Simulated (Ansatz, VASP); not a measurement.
One calculation of Na, two programs

INCAR

```
PREC = Accurate
ENCUT = 520
EDIFF = 1E-6
ISMEAR = -1
SIGMA = 0.05
LREAL = F
LASPH = T
NELM = 150
ALGO = Normal
ISIF = 2
LWAVE = F
LCHARG = T
ISPIN = 2
MAGMOM = -1
LORBIT = 11
GGA = PS
IVDW = 13
LELF = T
LVHAR = T
NBANDS = 14
```

KPOINTS

```
regular mesh
0
Gamma
  13 13 13
```

POSCAR

```
Na
1.0
   -1.5360877816      1.5360877816      1.5360877816
    1.5360877816     -1.5360877816      1.5360877816
    1.5360877816      1.5360877816     -1.5360877816
Na
1
Direct
    0.0000000000      0.0000000000      0.0000000000
```

Input for Ansatz:

```yaml
crystal:
  lattice:
    - [-1.5360877816, 1.5360877816, 1.5360877816]
    - [1.5360877816, -1.5360877816, 1.5360877816]
    - [1.5360877816, 1.5360877816, -1.5360877816]
  atoms:
    - { symbol: Na, position: [0.0, 0.0, 0.0], spin: -1.0 }
kpoints:
  mp_grid: { grid: [13, 13, 13] }
  band_path:
    path:
      - [0.0, 0.0, 0.0]
      - [0.5, -0.5, 0.5]
      - [0.0, 0.0, 0.5]
      - [0.0, 0.0, 0.0]
      - [0.25, 0.25, 0.25]
      - [0.5, -0.5, 0.5]
      - [0.25, 0.25, 0.25]
      - [0.0, 0.0, 0.5]
    npoints: 8
scf:
  occupations: { method: fermi_dirac, width: 0.05 }
  lower_state_search: standard
hamiltonian:
  xc: pbesol
  pseudopotentials: { kind: all_electron, lapw: { basis_error: 0.001 } }
  dispersion: d4
output:
  forces: true
  stress: true
  eigenvalues: true
  populations: true
magnetization:
  spin_polarized: true
```

Alike in both runs: task single point; functional PBEsol; dispersion D4; k mesh 13 × 13 × 13; occupations fermi-dirac, width 0.05 eV; collinear spin.

|  | VASP | Ansatz |
| --- | --- | --- |
| version | VASP 6.6.1 | Ansatz 0.2.0 |
| potentials or method | VASP PAW PBE potentials, release 64 (Na_pv), cutoff 520 eV | all-electron LAPW, scalar-relativistic |

|  | VASP | Ansatz | Ansatz less VASP |
| --- | --- | --- | --- |
| gap on the k mesh at the Fermi level (eV) | none | none | - |
| net moment per atom (μB) | 0.00 | 0.00 | 0.000 |

VASP's potentials were made for PBE, not for PBEsol. A gap of «none» marks a metal or a gap that the smearing closes. Ansatz ran all-electron here, and VASP with PAW potentials. Ansatz's warnings: seeded moment not kept.
